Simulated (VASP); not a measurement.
# AlNi (Cmmm) in VASP: further runs, part 2 of 2

VASP 6.6.1. The steps go on from the part before.

**3. Single point, PBEsol, collinear spin, ferromagnetic start**

INCAR

```
SYSTEM = AlNi
PREC = Accurate
ENCUT = 520
EDIFF = 1E-6
ISMEAR = 0
SIGMA = 0.1
LREAL = .False.
LASPH = .True.
NELM = 150
ALGO = Normal
ISIF = 2
LWAVE = .False.
LCHARG = .True.
ISPIN = 2
MAGMOM = 0 1.5
LORBIT = 11
LMAXMIX = 4
GGA = PS
LELF = .True.
LVHAR = .True.
NBANDS = 18
```

KPOINTS

```
Automatic mesh
0
Gamma
  12 12 11
  0 0 0
```

POSCAR

```
AlNi
1.0
    1.9386940000     -1.9531900000      0.0000000000
    1.9386940000      1.9531900000      0.0000000000
    0.0000000000      0.0000000000      3.0994300000
Al Ni
1 1
Direct
    0.0000000000      0.0000000000      0.0000000000
    0.5000000000      0.5000000000      0.5000000000
```

Potentials or basis: VASP PAW PBE potentials, release 64 (Al, Ni).

Run with:

```bash
$ cat potpaw_PBE.64/Al/POTCAR potpaw_PBE.64/Ni/POTCAR > POTCAR
$ mpirun -np 1 vasp_std > vasp.out
```

OUTCAR:

```text
SYSTEM = AlNi
   PREC = Accurate
   ENCUT = 520
   EDIFF = 1E-6
   ISMEAR = 0
   LREAL = .False.
   LASPH = .True.
   NELM = 150
   ISIF = 2
   ISPIN = 2
   LORBIT = 11
   GGA = PS

 ion  position               nearest neighbor table
   1  0.000  0.000  0.000-   2 2.48   2 2.48   2 2.48   2 2.48   2 2.49   2 2.49   2 2.49   2 2.49

   2  0.500  0.500  0.500-   1 2.48   1 2.48   1 2.48   1 2.48   1 2.49   1 2.49   1 2.49   1 2.49

  LATTYP: Found a base centered orthorhombic cell.
 ALAT       =     3.8773880000
 B/A-ratio  =     1.0074771986
 C/A-ratio  =     0.7993602910

  Lattice vectors:

 A1 = (   1.9386940000,  -1.9531900000,   0.0000000000)
 A2 = (   1.9386940000,   1.9531900000,   0.0000000000)
 A3 = (   0.0000000000,   0.0000000000,   3.0994300000)

Analysis of symmetry for initial positions (statically):
=====================================================================
 Subroutine PRICEL returns:
 Original cell was already a primitive cell.

 Routine SETGRP: Setting up the symmetry group for a
 base centered orthorhombic supercell.

 Subroutine GETGRP returns: Found  8 space group operations
 (whereof  8 operations were pure point group operations)
 out of a pool of  8 trial point group operations.

The static configuration has the point symmetry D_2h.

Analysis of symmetry for dynamics (positions and initial velocities):
=====================================================================
 Subroutine PRICEL returns:
 Original cell was already a primitive cell.

 Routine SETGRP: Setting up the symmetry group for a
 base centered orthorhombic supercell.

 Subroutine GETGRP returns: Found  8 space group operations
 (whereof  8 operations were pure point group operations)
 out of a pool of  8 trial point group operations.

The dynamic configuration has the point symmetry D_2h.

Analysis of structural, dynamic, and magnetic symmetry:
=====================================================================
 Subroutine PRICEL returns:
 Original cell was already a primitive cell.

 Routine SETGRP: Setting up the symmetry group for a
 base centered orthorhombic supercell.

 Subroutine GETGRP returns: Found  8 space group operations
 (whereof  8 operations were pure point group operations)
 out of a pool of  8 trial point group operations.

The overall configuration has the point symmetry D_2h.

 Subroutine INISYM returns: Found  8 space group operations
 (whereof  8 operations are pure point group operations),
 and found     1 'primitive' translations

----------------------------------------------------------------------------------------

                                     Primitive cell

  volume of cell :      23.4728

  direct lattice vectors                    reciprocal lattice vectors
     1.938694000 -1.953190000  0.000000000     0.257905580 -0.255991481  0.000000000
     1.938694000  1.953190000  0.000000000     0.257905580  0.255991481  0.000000000
     0.000000000  0.000000000  3.099430000     0.000000000  0.000000000  0.322639969

  length of vectors
     2.751996657  2.751996657  3.099430000     0.363382617  0.363382617  0.322639969

  position of ions in fractional coordinates (direct lattice)
     0.000000000  0.000000000  0.000000000
     0.500000000  0.500000000  0.500000000

  ion indices of the primitive-cell ions
   primitive index   ion index
                 1           1
                 2           2

----------------------------------------------------------------------------------------

 KPOINTS: Automatic mesh

[... 61 lines left out ...]
   ISPIN  =      2    spin polarized calculation?
   LNONCOLLINEAR =      F non collinear calculations
   LSORBIT =      F    spin-orbit coupling
   LASPH  =      T    aspherical Exc in radial PAW
   ENCUT  =  520.0 eV  38.22 Ry    6.18 a.u.   5.12  5.12  5.76*2*pi/ulx,y,z
   NELM   =    150;   NELMIN=  2; NELMDL= -5     # of ELM steps
   EDIFF  = 0.1E-05   stopping-criterion for ELM
   LREAL  =      F    real-space projection
   EDIFFG = 0.1E-04   stopping-criterion for IOM
   NSW    =      0    number of steps for IOM
   IBRION =     -1    ionic relax: 0-MD 1-quasi-New 2-CG
   NFREE  =      0    steps in history (QN), initial steepest desc. (CG)
   ISIF   =      2    stress and relaxation
   ISYM   =      2    0-nonsym 1-usesym 2-fastsym
   POTIM  = 0.5000    time-step for ionic-motion
   TEBEG  =    0.0;   TEEND  =   0.0 temperature during run
   PSTRESS=    0.0 pullay stress
   NELECT =      13.0000    total number of electrons
   NUPDOWN=      -1.0000    fix difference up-down
   EMIN   =  10.00;   EMAX   =-10.00  energy-range for DOS
   EFERMI =   0.00;   METHOD = LEGACY
   ISMEAR =     0;   SIGMA  =   0.10  broadening in eV -4-tet -1-fermi 0-gaus
   EFERMI_NEDOS =   21; number of points for ismear=-14 and -15
   IALGO  =     38    algorithm
   IMIX   =      4    mixing-type and parameters
     AMIX     =   0.40;   BMIX     =  1.00
     AMIX_MAG =   1.60;   BMIX_MAG =  1.00
  volume/ion in A,a.u.               =      11.74        79.20
  Fermi-wavevector in a.u.,A,eV,Ry     =   1.344417  2.540580 24.591957  1.807458
  Thomas-Fermi vector in A             =   2.472413
   LORBIT       =     11    0 simple, 1 ext, 2 COOP (PROOUT), +10 PAW based schemes
   GGA     = PS    functional components
   LHFCALC =     F    Hartree Fock is set to
   AEXX    =    0.0000 exact exchange contribution
   IVDW    =     0    specifies the selected vdW correction
   LEPSILON=     F    determine dielectric tensor
   LRPA    =     F    only Hartree local field effects (RPA)
 spin polarized calculation
 Gauss-broadening in eV      SIGMA  =   0.10
  energy-cutoff  :      520.00
  volume of cell :       23.47
 maximum number of plane-waves:       646
   NGX = 11   NGY = 11   NGZ = 11

 number of electron      13.0000022 magnetization      -0.0009850

 number of electron      13.0000022 magnetization       0.0001875

 Free energy of the ion-electron system (eV)
  ---------------------------------------------------
  ext. energy  EPLUGINS =         0.00000000
  ---------------------------------------------------
  free energy    TOTEN  =       -11.54710643 eV

  energy without entropy =      -11.54307915  energy(sigma->0) =      -11.54509279

 E-fermi :  10.1198     XC(G=0): -12.2566

 val. band max:       10.1044642035   @ k =  -0.4167   0.1667   0.2727
 cond. band min:      10.1355610596   @ k =  -0.1667   0.0833   0.2727
 fundamental gap:      0.0310968561
 Fermi energy:        10.1198204037

 spin component 1

 k-point     1 :       0.0000    0.0000    0.0000
  band No.  band energies     occupation
      1      -1.1365      1.00000
      2       6.7139      1.00000
      3       6.8634      1.00000
      4       8.4818      1.00000
      5       8.5021      1.00000
      6       8.8008      1.00000
[... 493 lines left out ...]
     17      33.4654      0.00000
     18      34.1002      0.00000

 [... further k-points ...]

 spin component 2

 k-point     1 :       0.0000    0.0000    0.0000
  band No.  band energies     occupation
      1      -1.1366      1.00000
      2       6.7140      1.00000
      3       6.8636      1.00000
      4       8.4819      1.00000
      5       8.5021      1.00000
      6       8.8009      1.00000
[... 493 lines left out ...]
     17      33.4654      0.00000
     18      34.1001      0.00000

 [... further k-points ...]
[... 5 lines left out ...]
  --------------------------------------------------------------------------------------
  -------------------------------------------------------------------------------------
  Total        0.5403216      0.3149809     -0.6146892      0.0000000      0.0000000      0.0000000
  in kB       36.8805440     21.4995441    -41.9566281      0.0000000      0.0000000      0.0000000
  external PRESSURE =       5.4744867 kB  Pullay stress =       0.0000000 kB

 VOLUME and BASIS-vectors are now :
 -----------------------------------------------------------------------------
  energy-cutoff  :      520.00
  volume of cell :       23.47
      direct lattice vectors                 reciprocal lattice vectors
     1.938694000 -1.953190000  0.000000000     0.257905580 -0.255991481  0.000000000
     1.938694000  1.953190000  0.000000000     0.257905580  0.255991481  0.000000000
     0.000000000  0.000000000  3.099430000     0.000000000  0.000000000  0.322639969

 POSITION                                       TOTAL-FORCE (eV/Angst)
 -----------------------------------------------------------------------------------
      0.00000      0.00000      0.00000        -0.000000     -0.000000      0.000000
      1.93869      0.00000      1.54971         0.000000      0.000000      0.000000
 -----------------------------------------------------------------------------------
    total drift:                                0.000000      0.000000      0.000000

  FREE ENERGIE OF THE ION-ELECTRON SYSTEM (eV)
  ---------------------------------------------------
  free  energy   TOTEN  =       -11.5471064309 eV

  energy  without entropy=      -11.5430791509  energy(sigma->0) =      -11.54509279

 total charge

# of ion       s       p       d       tot
------------------------------------------
    1        0.387   0.423   0.000   0.810
    2        0.490   0.537   8.480   9.507
--------------------------------------------------
tot          0.877   0.960   8.480  10.317

 magnetization (x)

# of ion       s       p       d       tot
------------------------------------------
    1        0.000   0.000   0.000   0.000
    2       -0.000  -0.000   0.000   0.000
--------------------------------------------------
tot         -0.000  -0.000   0.000   0.000
```

OSZICAR:

```text
N       E                     dE             d eps       ncg     rms          rms(c)
DAV:   1     0.451698727116E+02    0.45170E+02   -0.50096E+03 19052   0.760E+02
DAV:   2    -0.104488393498E+02   -0.55619E+02   -0.48904E+02 20192   0.164E+02
DAV:   3    -0.130827474743E+02   -0.26339E+01   -0.25814E+01 22042   0.367E+01
DAV:   4    -0.131168012278E+02   -0.34054E-01   -0.34025E-01 21752   0.369E+00
DAV:   5    -0.131175536341E+02   -0.75241E-03   -0.75235E-03 22030   0.595E-01    0.142E+01
DAV:   6    -0.157420146175E+02   -0.26245E+01   -0.50074E+01 20810   0.832E+01    0.180E+01
DAV:   7    -0.115849634536E+02    0.41571E+01   -0.14297E+01 21006   0.480E+01    0.182E+00
DAV:   8    -0.115620505866E+02    0.22913E-01   -0.39971E-01 24596   0.605E+00    0.113E+00
DAV:   9    -0.115473084820E+02    0.14742E-01   -0.43963E-02 23304   0.202E+00    0.573E-01
DAV:  10    -0.115472626140E+02    0.45868E-04   -0.11328E-03 26430   0.304E-01    0.201E-01
DAV:  11    -0.115470822445E+02    0.18037E-03   -0.11479E-03 22980   0.272E-01    0.783E-02
DAV:  12    -0.115471122155E+02   -0.29971E-04   -0.13245E-04 24876   0.976E-02    0.432E-02
DAV:  13    -0.115471072169E+02    0.49986E-05   -0.10844E-05 24958   0.373E-02    0.183E-02
DAV:  14    -0.115471064309E+02    0.78596E-06   -0.28847E-06 14032   0.181E-02
   1 F= -.11547106E+02 E0= -.11545093E+02  d E =-.402728E-02  mag=     0.0000
```

stdout:

```text
POSCAR found type information on POSCAR AlNi
 POSCAR found :  2 types and       2 ions
 scaLAPACK will be used
 -----------------------------------------------------------------------------
|                                                                             |
|                                                                             |
|     You enforced a specific xc type in the INCAR file but a different       |
|     I HOPE YOU KNOW WHAT YOU ARE DOING!                                     |
|                                                                             |
 -----------------------------------------------------------------------------

 LDA part: xc-table for (Slater+PW92), standard interpolation
 POSCAR, INCAR and KPOINTS ok, starting setup
 FFT: planning ... GRIDC
 FFT: planning ... GRID_SOFT
 FFT: planning ... GRID
 WAVECAR not read
 entering main loop
```

Run time: 2.4 min. Hardware: 1 thread of Intel Xeon Platinum 8375C at 2.90GHz (Ice Lake), shared host; peak memory 0.27 GiB.

Results:

| Property | Result |
| --- | --- |
| Free energy | -11.5471 eV |
| Pressure | 0.5 GPa |
| Net moment | 0.00 μB per cell |
| Valence electrons inside the program's atomic spheres | Al 0.81; Ni 9.51 |

Levels at points of the mesh, in eV from the Fermi level:
Spin up:
```tsv
k point	band 3	band 4	band 5	band 6	band 7	band 8	band 9	band 10	band 11	band 12
(0.00, 0.00, 0.00)	-3.26	-1.64	-1.62	-1.32	2.96	7.06	7.11	7.20	8.69	14.65
(0.50, 0.00, 0.00)	-2.78	-2.73	-2.04	-1.50	-0.33	7.80	7.96	9.42	11.64	12.76
(0.50, 0.50, 0.00)	-2.43	-2.42	-2.41	-2.28	-0.82	2.24	3.34	10.83	13.54	13.67
```
Spin down:
| k point | band 3 | band 4 | band 5 | band 6 | band 7 | band 8 | band 9 | band 10 | band 11 | band 12 |
| --- | --- | --- | --- | --- | --- | --- | --- | --- | --- | --- |
| (0.00, 0.00, 0.00) | -3.26 | -1.64 | -1.62 | -1.32 | 2.96 | 7.06 | 7.11 | 7.20 | 8.69 | 14.65 |
| (0.50, 0.00, 0.00) | -2.78 | -2.73 | -2.04 | -1.50 | -0.33 | 7.80 | 7.96 | 9.42 | 11.64 | 12.76 |
| (0.50, 0.50, 0.00) | -2.43 | -2.42 | -2.41 | -2.28 | -0.82 | 2.24 | 3.34 | 10.83 | 13.54 | 13.67 |

Caveat: the starting moments collapsed, and a magnetic state may lie lower; the PAW data sets were made with another functional, which shifts forces and pressure a little.

**4. Single point, r2SCAN, collinear spin, ferromagnetic start**

POSCAR is that of step 3.

INCAR.step1

```
ALGO = Normal
EDIFF = 1E-4
ENCUT = 520
GGA = PE
ISMEAR = 0
ISPIN = 2
LASPH = True
LCHARG = False
LMAXMIX = 4
LREAL = False
LWAVE = True
MAGMOM = 0 1.5
NBANDS = 18
NELM = 150
PREC = Accurate
SIGMA = 0.1
```

INCAR.step2

```
ALGO = Normal
EDIFF = 1E-7
ENCUT = 520
ISIF = 2
ISMEAR = 0
ISPIN = 2
ISTART = 1
LASPH = True
LCHARG = False
LMAXMIX = 4
LMIXTAU = True
LORBIT = 11
LREAL = False
LWAVE = False
MAGMOM = 0 1.5
METAGGA = R2SCAN
NBANDS = 18
NELM = 150
PREC = Accurate
SIGMA = 0.1
```

KPOINTS

```
k-points
0
Gamma
  12 12 11
```

Run with:

```bash
$ cat potpaw_PBE.64/Al/POTCAR potpaw_PBE.64/Ni/POTCAR > POTCAR
$ cp INCAR.step1 INCAR
$ mpirun -np 1 vasp_std > vasp.out
$ cp INCAR.step2 INCAR
$ mpirun -np 1 vasp_std > vasp.out
```

Wall time 8.4 min (1 thread of Intel Xeon Platinum 8375C at 2.90GHz (Ice Lake), shared host); peak memory 0.27 GiB.

The run converged. Its results:

```yaml
Free_energy: -20.0255 eV
Pressure: 0.4 GPa
Net_moment: 0.00 μB per cell
Valence_electrons_inside_the_program's_atomic_spheres: Al 0.82; Ni 9.54
```

Stress tensor (GPa, compression positive):
```
 3.78  0.00  0.00
 0.00  2.16  0.00
 0.00  0.00 -4.76
```

Levels at points of the mesh, in eV from the Fermi level:
Spin up:
| k point | band 4 | band 5 | band 6 | band 7 | band 8 | band 9 | band 10 | band 11 |
| --- | --- | --- | --- | --- | --- | --- | --- | --- |
| (0.00, 0.00, 0.00) | -1.69 | -1.67 | -1.42 | 3.18 | 7.43 | 7.56 | 7.61 | 9.00 |
| (0.50, 0.00, 0.00) | -2.82 | -2.15 | -1.55 | -0.31 | 8.22 | 8.32 | 9.99 | 12.30 |
| (0.50, 0.50, 0.00) | -2.51 | -2.51 | -2.46 | -0.80 | 2.36 | 3.58 | 11.69 | 14.32 |
Spin down:
| k point | band 4 | band 5 | band 6 | band 7 | band 8 | band 9 | band 10 | band 11 |
| --- | --- | --- | --- | --- | --- | --- | --- | --- |
| (0.00, 0.00, 0.00) | -1.69 | -1.67 | -1.42 | 3.18 | 7.43 | 7.56 | 7.61 | 9.00 |
| (0.50, 0.00, 0.00) | -2.82 | -2.15 | -1.55 | -0.31 | 8.22 | 8.32 | 9.99 | 12.30 |
| (0.50, 0.50, 0.00) | -2.51 | -2.51 | -2.46 | -0.80 | 2.36 | 3.58 | 11.69 | 14.32 |

Caveat: the starting moments collapsed, and a magnetic state may lie lower; the PAW data sets were made with another functional, which shifts forces and pressure a little.
